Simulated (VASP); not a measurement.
# CuO (P-6m2) in VASP: settings compared

Aim: see how the results for CuO move with the level of theory and the settings. Levels: r2SCAN+U, PBEsol+U, r2SCAN, PBE, RPBE+D3(BJ). Tasks: single point, relaxation of cell and atoms.

All numbers are computed with VASP 6.6.1; they aren't measurements. Logs are shortened: lines on timing, memory, paths and dates and some standing lists are left out, and cuts for length are marked.

## Step 1: The cell of the first run

The structure is hexagonal, space group P-6m2 (No. 187). The conventional cell has a = 2.870 Å, b = 2.870 Å, c = 2.657 Å, α = 90.00°, β = 90.00°, γ = 120.00°. Cu (site symmetry -6m2) has 6 O at 2.12 Å and 8 Cu at 2.66 to 2.87 Å within 2.9 Å. O (site symmetry -6m2) has 6 Cu at 2.12 Å and 8 O at 2.66 to 2.87 Å within 2.9 Å.

## Step 2: Single point, r2SCAN+U

POSCAR

```
CuO
1.0
    2.8699815538     -0.0000000029      0.0000000000
   -1.4349907743      2.4854769354      0.0000000000
    0.0000000000      0.0000000000      2.6572317893
Cu O
1 1
Direct
    0.0000000000      0.0000000000      0.0000000000
    0.6666666667      0.3333333333      0.5000000000
```

INCAR.step1

```
SYSTEM = CuO
PREC = Accurate
ENCUT = 520
ISMEAR = -1
SIGMA = 0.05
LREAL = .False.
LASPH = .True.
NELM = 150
LMAXMIX = 4
LDAU = .True.
LDAUTYPE = 2
LDAUL = 2 -1
LDAUU = 5.3 0
LDAUJ = 0 0
NBANDS = 16
GGA = PE
ALGO = Normal
EDIFF = 1E-4
LWAVE = .True.
LCHARG = .False.
```

INCAR.step2

```
SYSTEM = CuO
PREC = Accurate
ENCUT = 520
EDIFF = 1E-6
ISMEAR = -1
SIGMA = 0.05
LREAL = .False.
LASPH = .True.
NELM = 150
ALGO = Normal
ISIF = 2
LWAVE = .False.
LCHARG = .False.
LMAXMIX = 4
LDAU = .True.
LDAUTYPE = 2
LDAUL = 2 -1
LDAUU = 5.3 0
LDAUJ = 0 0
LDAUPRINT = 1
METAGGA = R2SCAN
LMIXTAU = .True.
NBANDS = 16
ISTART = 1
```

KPOINTS

```
Automatic mesh
0
Gamma
  11 11 10
  0 0 0
```

Potentials or basis: VASP PAW PBE potentials, release 64 (Cu, O).

Launch:

```
$ cat potpaw_PBE.64/Cu/POTCAR potpaw_PBE.64/O/POTCAR > POTCAR
$ cp INCAR.step1 INCAR
$ mpirun -np 1 vasp_std > vasp.out
$ cp INCAR.step2 INCAR
$ mpirun -np 1 vasp_std > vasp.out
```

OUTCAR:

```text
SYSTEM = CuO
   PREC = Accurate
   ENCUT = 520
   EDIFF = 1E-6
   ISMEAR = -1
   LREAL = .False.
   LASPH = .True.
   NELM = 150
   ISIF = 2
   METAGGA = R2SCAN
   ISTART = 1

 ion  position               nearest neighbor table
   1  0.000  0.000  0.000-   2 2.12   2 2.12   2 2.12   2 2.12   2 2.12   2 2.12
   2  0.667  0.333  0.500-   1 2.12   1 2.12   1 2.12   1 2.12   1 2.12   1 2.12

  LATTYP: Found a hexagonal cell.
 ALAT       =     2.8699815538
 C/A-ratio  =     0.9258706857

  Lattice vectors:

 A1 = (   2.8699815538,  -0.0000000029,   0.0000000000)
 A2 = (  -1.4349907743,   2.4854769354,   0.0000000000)
 A3 = (   0.0000000000,   0.0000000000,   2.6572317893)

Analysis of symmetry for initial positions (statically):
=====================================================================
 Subroutine PRICEL returns:
 Original cell was already a primitive cell.

 Routine SETGRP: Setting up the symmetry group for a
 hexagonal supercell.

 Subroutine GETGRP returns: Found 12 space group operations
 (whereof 12 operations were pure point group operations)
 out of a pool of 24 trial point group operations.

The static configuration has the point symmetry D_3h.

Analysis of symmetry for dynamics (positions and initial velocities):
=====================================================================
 Subroutine PRICEL returns:
 Original cell was already a primitive cell.

 Routine SETGRP: Setting up the symmetry group for a
 hexagonal supercell.

 Subroutine GETGRP returns: Found 12 space group operations
 (whereof 12 operations were pure point group operations)
 out of a pool of 24 trial point group operations.

The dynamic configuration has the point symmetry D_3h.

 Subroutine INISYM returns: Found 12 space group operations
 (whereof 12 operations are pure point group operations),
 and found     1 'primitive' translations

----------------------------------------------------------------------------------------

                                     Primitive cell

[... 141 lines left out ...]
  0.0000  0.0000  0.0000  0.8833 -0.0000
 -0.0000  0.0000 -0.0000 -0.0000  0.9685

spin component  2

  0.9685 -0.0000 -0.0000  0.0000 -0.0000
 -0.0000  0.8833  0.0000  0.0000  0.0000
 -0.0000  0.0000  0.9718  0.0000 -0.0000
  0.0000  0.0000  0.0000  0.8833 -0.0000
 -0.0000  0.0000 -0.0000 -0.0000  0.9685

 occupancies and eigenvectors

  o =  0.8833  v =  0.0000  0.8229  0.0000 -0.5682 -0.0000  0.0000  0.0000  0.0000  0.0000  0.0000      0.0000  0.0000  0.0000  0.0000  0.0000  0.0000  0.0000  0.0000  0.0000  0.0000
  o =  0.8833  v =  0.0000  0.0000  0.0000  0.0000  0.0000  0.0000  0.8229  0.0000 -0.5682 -0.0000      0.0000  0.0000  0.0000  0.0000  0.0000  0.0000  0.0000  0.0000  0.0000  0.0000
  o =  0.8833  v =  0.0000 -0.5682 -0.0000 -0.8229  0.0000  0.0000  0.0000  0.0000  0.0000  0.0000      0.0000  0.0000  0.0000  0.0000  0.0000  0.0000  0.0000  0.0000  0.0000  0.0000
  o =  0.8833  v =  0.0000  0.0000  0.0000  0.0000  0.0000  0.0000 -0.5682 -0.0000 -0.8229  0.0000      0.0000  0.0000  0.0000  0.0000  0.0000  0.0000  0.0000  0.0000  0.0000  0.0000
  o =  0.9685  v =  0.0000  0.0000  0.0000  0.0000  0.0000  0.9831  0.0000  0.0000 -0.0000  0.1831      0.0000  0.0000  0.0000  0.0000  0.0000  0.0000  0.0000  0.0000  0.0000  0.0000
  o =  0.9685  v =  0.9831  0.0000  0.0000 -0.0000  0.1831  0.0000  0.0000  0.0000  0.0000  0.0000      0.0000  0.0000  0.0000  0.0000  0.0000  0.0000  0.0000  0.0000  0.0000  0.0000
  o =  0.9685  v = -0.1831  0.0000  0.0000 -0.0000  0.9831  0.0000  0.0000  0.0000  0.0000  0.0000      0.0000  0.0000  0.0000  0.0000  0.0000  0.0000  0.0000  0.0000  0.0000  0.0000
  o =  0.9685  v =  0.0000  0.0000  0.0000  0.0000  0.0000 -0.1831  0.0000  0.0000 -0.0000  0.9831      0.0000  0.0000  0.0000  0.0000  0.0000  0.0000  0.0000  0.0000  0.0000  0.0000
  o =  0.9718  v =  0.0000  0.0000  0.0000  0.0000  0.0000 -0.0000 -0.0000  1.0000  0.0000 -0.0000      0.0000  0.0000  0.0000  0.0000  0.0000  0.0000  0.0000  0.0000  0.0000  0.0000
  o =  0.9718  v = -0.0000 -0.0000  1.0000  0.0000 -0.0000  0.0000  0.0000  0.0000  0.0000  0.0000      0.0000  0.0000  0.0000  0.0000  0.0000  0.0000  0.0000  0.0000  0.0000  0.0000

 number of electron      17.0000017 magnetization

 Free energy of the ion-electron system (eV)
  ---------------------------------------------------
  ext. energy  EPLUGINS =         0.00000000
  ---------------------------------------------------
  free energy    TOTEN  =       -15.79588627 eV

  energy without entropy =      -15.77851959  energy(sigma->0) =      -15.78720293

 E-fermi :   4.9815     XC(G=0): -13.0744

 val. band max:        4.9730996111   @ k =   0.2727   0.0000   0.3000
 cond. band min:       5.0052899101   @ k =   0.1818   0.1818   0.0000
 fundamental gap:      0.0321902990
 Fermi energy:         4.9814980101

 k-point     1 :       0.0000    0.0000    0.0000
  band No.  band energies     occupation
      1     -15.0139      2.00000
      2       0.6302      2.00000
      3       0.6304      2.00000
      4       0.8327      2.00000
      5       2.8465      2.00000
      6       2.8465      2.00000
[... 433 lines left out ...]
      3       0.9159      2.00000
      4       1.0024      2.00000
      5       1.5285      2.00000
      6       2.6220      2.00000
[... 8 lines left out ...]
     15      29.8743      0.00000
     16      31.9973      0.00000

 [... further k-points ...]

------------------------ aborting loop because EDIFF is reached ----------------------------------------

  FORCE on cell =-STRESS in cart. coord.  units (eV):
  Direction    XX          YY          ZZ          XY          YZ          ZX
  --------------------------------------------------------------------------------------
  -------------------------------------------------------------------------------------
  Total       -0.6790975     -0.6790975     -0.8537452     -0.0000000      0.0000000      0.0000000
  in kB      -57.4016584    -57.4016584    -72.1639930     -0.0000000      0.0000000      0.0000000
  external PRESSURE =     -62.3224366 kB  Pullay stress =       0.0000000 kB

 VOLUME and BASIS-vectors are now :
 -----------------------------------------------------------------------------
  energy-cutoff  :      520.00
  volume of cell :       18.95
      direct lattice vectors                 reciprocal lattice vectors
     2.869981554 -0.000000003  0.000000000     0.348434295  0.201168634  0.000000000
    -1.434990774  2.485476935  0.000000000     0.000000000  0.402337268  0.000000000
     0.000000000  0.000000000  2.657231789     0.000000000  0.000000000  0.376331491

 POSITION                                       TOTAL-FORCE (eV/Angst)
 -----------------------------------------------------------------------------------
      0.00000      0.00000      0.00000         0.000000      0.000000      0.000000
      1.43499      0.82849      1.32862        -0.000000     -0.000000      0.000000
 -----------------------------------------------------------------------------------
    total drift:                               -0.000001      0.000000      0.000000

  FREE ENERGIE OF THE ION-ELECTRON SYSTEM (eV)
  ---------------------------------------------------
  free  energy   TOTEN  =       -15.7958862663 eV

  energy  without entropy=      -15.7785195947  energy(sigma->0) =      -15.78720293
```

OUTCAR.step1:

```text
SYSTEM = CuO
   PREC = Accurate
   ENCUT = 520
   ISMEAR = -1
   LREAL = .False.
   LASPH = .True.
[... 682 lines left out ...]
      0.00000      0.00000      0.00000         0.000000      0.000000      0.000000
      1.43499      0.82849      1.32862        -0.000000      0.000000      0.000000
 -----------------------------------------------------------------------------------
    total drift:                               -0.000000      0.000000      0.000000

  FREE ENERGIE OF THE ION-ELECTRON SYSTEM (eV)
  ---------------------------------------------------
  free  energy   TOTEN  =        -7.3802858094 eV

  energy  without entropy=       -7.3619636604  energy(sigma->0) =       -7.37112473
```

It took 2 min on 1 thread of Intel Xeon 8259CL, shared host; peak memory 0.16 GiB.

What came out:

| Item | Value |
| --- | --- |
| Free energy | -15.7959 eV |
| Pressure | -6.2 GPa |
| Band gap on the k mesh | zero (an odd number of electrons rules out a gap without spin polarisation) |

Eigenvalues of the final occupation matrices:
```
    site  spin  trace               eigenvalues
site 1 d     1   4.68  0.88 0.88 0.97 0.97 0.97
site 1 d     2   4.68  0.88 0.88 0.97 0.97 0.97
```

Caveat: the cell stands under tension; the PAW data sets were made with another functional, which shifts forces and pressure a little; an odd number of electrons without spin polarisation forces a metal; a magnetic or distorted state may lie lower; U without spin polarisation on a metal has little footing.

## Step 3: Relaxation of cell and atoms, PBEsol+U

This run uses another cell than the first one, of 9.64 Å³/atom.

INCAR

```
SYSTEM = CuO
PREC = Accurate
ENCUT = 600
EDIFF = 1E-6
ISMEAR = -1
SIGMA = 0.05
LREAL = .FALSE.
LASPH = .TRUE.
NELM = 150
ALGO = Normal
ISIF = 3
LWAVE = .FALSE.
LCHARG = .FALSE.
LMAXMIX = 4
LDAU = .TRUE.
LDAUTYPE = 2
LDAUL = 2 -1
LDAUU = 5.3 0
LDAUJ = 0 0
LDAUPRINT = 1
GGA = PS
IBRION = 2
NSW = 60
EDIFFG = -0.01
```

KPOINTS

```
Automatic mesh
0
G
  11 11 10
  0 0 0
```

POSCAR

```
CuO
1.0
    2.8363251100      0.0000000000      0.0000000000
   -1.4181625500      2.4563296000      0.0000000000
    0.0000000000      0.0000000000      2.7681127800
Cu O
1 1
Direct
    0.0000000000      0.0000000000      0.0000000000
    0.6666666667      0.3333333333      0.5000000000
```

Potentials or basis: VASP PAW PBE potentials, release 64 (Cu, O).

Launch:

```
$ cat potpaw_PBE.64/Cu/POTCAR potpaw_PBE.64/O/POTCAR > POTCAR
$ mpirun -np 1 vasp_std > vasp.out
```

Run time: 2.8 min. Hardware: 1 thread of Intel Xeon 8259CL, shared host; peak memory 0.17 GiB.

The run converged. Its results:

* Free energy: -8.3343 eV
* Relaxed volume: 8.98 Å³/atom
* Relaxed cell: a = 2.818 Å, b = 2.818 Å, c = 2.612 Å, α = 90.00°, β = 90.00°, γ = 120.00°
* Space group after relaxing (to 0.1 Å): P-6m2 (No. 187)
* Energy gained by relaxing: 42.3 meV/atom
* Ionic steps: 10
* Pressure after relaxing: 0.1 GPa
* Band gap on the k mesh: zero (an odd number of electrons rules out a gap without spin polarisation)

The path:
```csv
step,energy change (eV),largest force (eV/Å),pressure (GPa),volume (Å³)
1,0.0000,0.0000,-12.42,19.29
2,-0.0679,0.0000,7.85,17.26
3,-0.0802,0.0000,1.22,17.78
4,-0.0802,0.0000,0.76,17.81
5,-0.0837,0.0000,0.21,17.91
6,-0.0845,0.0000,-0.30,17.98
7,-0.0845,0.0000,-0.30,17.99
8,-0.0845,0.0000,-0.34,17.99
9,-0.0845,0.0000,0.26,17.94
10,-0.0845,0.0000,0.10,17.96
```

Final structure:
```
CELL_PARAMETERS angstrom
2.81810 0.00000 0.00000
-1.40905 2.44055 0.00000
0.00000 0.00000 2.61188
ATOMIC_POSITIONS crystal
Cu 0.00000 0.00000 0.00000
O 0.66667 0.33333 0.50000
```

Levels at points of the mesh, in eV from the Fermi level:
```csv
k point,band 7,band 8,band 9,band 10,band 11,band 12
"(0.00, 0.00, 0.00)",-2.04,-0.20,-0.20,2.11,15.83,16.87
"(0.00, 0.00, 0.50)",-2.08,-0.15,-0.15,8.30,8.45,21.92
```

Eigenvalues of the final occupation matrices:
| site | spin | trace | eigenvalues |
| --- | --- | --- | --- |
| site 1 d | 1 | 4.68 | 0.89 0.89 0.97 0.97 0.97 |
| site 1 d | 2 | 4.68 | 0.89 0.89 0.97 0.97 0.97 |

Caveat: the PAW data sets were made with another functional, which shifts forces and pressure a little; an odd number of electrons without spin polarisation forces a metal; a magnetic or distorted state may lie lower; U without spin polarisation on a metal has little footing.

(Continued in part 2 of 2.)

The gap in the log of VASP goes by the Fermi energy; the results here count the filled bands.